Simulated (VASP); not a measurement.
# LiCl (Fm-3m) in VASP: further runs, part 2 of 2

VASP 6.6.1.

### 3 Single point, PBE (strained)

File INCAR:

```
  PREC = Accurate
  ENCUT = 750
  EDIFF = 1E-6
  ISMEAR = 0
  SIGMA = 0.02
  LREAL = F
  LASPH = T
  NELM = 120
  ALGO = Normal
  ISIF = 2
  LWAVE = F
  LCHARG = F
  GGA = PE
  NBANDS = 12
  GGA_COMPAT = F
```

File KPOINTS:

```
Automatic mesh
0
Gamma
  8 8 8
```

File POSCAR:

```
LiCl
1.0
    0.0000000000      2.5845342996      2.5845342996
    2.5845342996      0.0000000000      2.5845342996
    2.5845342996      2.5845342996      0.0000000000
Li Cl
1 1
Direct
    0.0000000000      0.0000000000      0.0000000000
    0.5000000000      0.5000000000      0.5000000000
```

Potentials or basis: VASP PAW PBE potentials, release 64 (Li_sv, Cl).

Started as:

```
$ cat potpaw_PBE.64/Li_sv/POTCAR potpaw_PBE.64/Cl/POTCAR > POTCAR
$ mpirun -np 1 vasp_std > vasp.out
```

OUTCAR:

```text
PREC = Accurate
   ENCUT = 750
   EDIFF = 1E-6
   ISMEAR = 0
   LREAL = F
   LASPH = T
   NELM = 120
   ISIF = 2
   GGA = PE

 ion  position               nearest neighbor table
   1  0.000  0.000  0.000-   2 2.58   2 2.58   2 2.58   2 2.58   2 2.58   2 2.58
   2  0.500  0.500  0.500-   1 2.58   1 2.58   1 2.58   1 2.58   1 2.58   1 2.58

  LATTYP: Found a face centered cubic cell.
 ALAT       =     5.1690685992

  Lattice vectors:

 A1 = (   0.0000000000,   2.5845342996,   2.5845342996)
 A2 = (   2.5845342996,   0.0000000000,   2.5845342996)
 A3 = (   2.5845342996,   2.5845342996,   0.0000000000)

Analysis of symmetry for initial positions (statically):
=====================================================================
 Subroutine PRICEL returns:
 Original cell was already a primitive cell.

 Routine SETGRP: Setting up the symmetry group for a
 face centered cubic supercell.

 Subroutine GETGRP returns: Found 48 space group operations
 (whereof 48 operations were pure point group operations)
 out of a pool of 48 trial point group operations.

The static configuration has the point symmetry O_h .
[... 173 lines left out ...]
      3       0.4082      2.00000
      4       0.4082      2.00000
      5       0.4082      2.00000
      6       6.6120      0.00000
      7      12.3269      0.00000
      8      12.3269      0.00000
      9      12.3269      0.00000
     10      14.7994      0.00000
     11      14.7994      0.00000
     12      14.8005      0.00000
[... 331 lines left out ...]
 k-point    24 :      -0.3750    0.2500    0.1250
  band No.  band energies     occupation
      1     -43.1449      2.00000
      2     -12.2624      2.00000
      3      -2.0471      2.00000
      4      -0.8433      2.00000
      5      -0.1469      2.00000
      6       8.5732      0.00000
      7       9.6914      0.00000
      8      10.9034      0.00000
      9      12.0096      0.00000
     10      15.8323      0.00000
     11      16.3807      0.00000
     12      18.4473      0.00000

 [... further k-points ...]

------------------------ aborting loop because EDIFF is reached ----------------------------------------

  FORCE on cell =-STRESS in cart. coord.  units (eV):
  Direction    XX          YY          ZZ          XY          YZ          ZX
  --------------------------------------------------------------------------------------
  -------------------------------------------------------------------------------------
  Total       -0.0891058     -0.0891058     -0.0891058     -0.0000000      0.0000000      0.0000000
  in kB       -4.1346593     -4.1346593     -4.1346593     -0.0000000      0.0000000      0.0000000
  external PRESSURE =      -4.1346593 kB  Pullay stress =       0.0000000 kB

 VOLUME and BASIS-vectors are now :
 -----------------------------------------------------------------------------
  energy-cutoff  :      750.00
  volume of cell :       34.53
      direct lattice vectors                 reciprocal lattice vectors
     0.000000000  2.584534300  2.584534300    -0.193458450  0.193458450  0.193458450
     2.584534300  0.000000000  2.584534300     0.193458450 -0.193458450  0.193458450
     2.584534300  2.584534300  0.000000000     0.193458450  0.193458450 -0.193458450

 POSITION                                       TOTAL-FORCE (eV/Angst)
 -----------------------------------------------------------------------------------
      0.00000      0.00000      0.00000         0.000000     -0.000000     -0.000000
      2.58453      2.58453      2.58453        -0.000000      0.000000      0.000000
 -----------------------------------------------------------------------------------
    total drift:                                0.000000      0.000000      0.000000

  FREE ENERGIE OF THE ION-ELECTRON SYSTEM (eV)
  ---------------------------------------------------
  free  energy   TOTEN  =        -7.3832842243 eV

  energy  without entropy=       -7.3832842243  energy(sigma->0) =       -7.38328422
```

It took 50 s on 1 thread of Intel Xeon 8259CL, shared host; peak memory 0.2 GiB.

Results:

```
Free energy            : -7.3833 eV
Pressure               : -0.4 GPa
Band gap on the k mesh : 6.20 eV
```

Caveat: the cell differs from its parent crystal (strained).

### 4 Single point, PBE (strained)

File INCAR:

```
SYSTEM = LiCl
PREC = Accurate
ENCUT = 750
EDIFF = 1E-6
ISMEAR = 0
SIGMA = 0.02
LREAL = .FALSE.
LASPH = .TRUE.
NELM = 120
ALGO = Normal
ISIF = 2
LWAVE = .FALSE.
LCHARG = .TRUE.
GGA = PE
LELF = .TRUE.
LVHAR = .TRUE.
NBANDS = 12
GGA_COMPAT = .FALSE.
```

File KPOINTS:

```
Automatic mesh
0
G
  8 8 8
  0 0 0
```

File POSCAR:

```
LiCl
1.0
    0.0000000000      2.5979992896      2.5979992896
    2.5979992896      0.0000000000      2.5979992896
    2.5979992896      2.5979992896      0.0000000000
Li Cl
1 1
Direct
    0.0000000000      0.0000000000      0.0000000000
    0.5000000000      0.5000000000      0.5000000000
```

Potentials or basis: VASP PAW PBE potentials, release 64 (Li_sv, Cl).

Started as:

```
$ cat potpaw_PBE.64/Li_sv/POTCAR potpaw_PBE.64/Cl/POTCAR > POTCAR
$ mpirun -np 1 vasp_std > vasp.out
```

OUTCAR:

```text
SYSTEM = LiCl
   PREC = Accurate
   ENCUT = 750
   EDIFF = 1E-6
   ISMEAR = 0
   LREAL = .FALSE.
   LASPH = .TRUE.
   NELM = 120
   ISIF = 2
   GGA = PE

 ion  position               nearest neighbor table
   1  0.000  0.000  0.000-   2 2.60   2 2.60   2 2.60   2 2.60   2 2.60   2 2.60
   2  0.500  0.500  0.500-   1 2.60   1 2.60   1 2.60   1 2.60   1 2.60   1 2.60

  LATTYP: Found a face centered cubic cell.
 ALAT       =     5.1959985792

  Lattice vectors:

 A1 = (   0.0000000000,   2.5979992896,   2.5979992896)
 A2 = (   2.5979992896,   0.0000000000,   2.5979992896)
[... 549 lines left out ...]

  FORCE on cell =-STRESS in cart. coord.  units (eV):
  Direction    XX          YY          ZZ          XY          YZ          ZX
  --------------------------------------------------------------------------------------
  -------------------------------------------------------------------------------------
  Total       -0.1895566     -0.1895566     -0.1895566     -0.0000000      0.0000000     -0.0000000
  in kB       -8.6596906     -8.6596906     -8.6596906     -0.0000000      0.0000000     -0.0000000
  external PRESSURE =      -8.6596906 kB  Pullay stress =       0.0000000 kB

 VOLUME and BASIS-vectors are now :
 -----------------------------------------------------------------------------
  energy-cutoff  :      750.00
  volume of cell :       35.07
      direct lattice vectors                 reciprocal lattice vectors
     0.000000000  2.597999290  2.597999290    -0.192455788  0.192455788  0.192455788
     2.597999290  0.000000000  2.597999290     0.192455788 -0.192455788  0.192455788
     2.597999290  2.597999290  0.000000000     0.192455788  0.192455788 -0.192455788

 POSITION                                       TOTAL-FORCE (eV/Angst)
 -----------------------------------------------------------------------------------
      0.00000      0.00000      0.00000        -0.000000     -0.000000      0.000000
      2.59800      2.59800      2.59800         0.000000      0.000000     -0.000000
 -----------------------------------------------------------------------------------
    total drift:                                0.000000      0.000000      0.000000

  FREE ENERGIE OF THE ION-ELECTRON SYSTEM (eV)
  ---------------------------------------------------
  free  energy   TOTEN  =        -7.3812355135 eV

  energy  without entropy=       -7.3812355135  energy(sigma->0) =       -7.38123551
```

Run time: 54 s. Hardware: 1 thread of Intel Xeon 8259CL, shared host; peak memory 0.2 GiB.

Results:

| Item | Value |
| --- | --- |
| Free energy | -7.3812 eV |
| Pressure | -0.9 GPa |
| Band gap on the k mesh | 6.12 eV |

Caveat: the cell differs from its parent crystal (strained).

### 5 Summary

| cell | gap on the mesh (eV) | pressure (GPa) |
| --- | --- | --- |
| a = 3.603 Å, angles 60.0°, 2 atoms | 6.45 | 1.0 |
| a = 3.655 Å, angles 60.0°, 2 atoms | 6.20 | -0.4 |
| a = 3.674 Å, angles 60.0°, 2 atoms | 6.12 | -0.9 |

Alike in all rows: task single point; level PBE; potentials or basis VASP PAW PBE potentials, release 64 (Li_sv, Cl); no spin polarisation; k mesh 8 × 8 × 8; cutoff (eV) 750; smearing gaussian 0.02 eV.

Total energies depend on the potentials used, so only differences within one code and one set of settings carry meaning.
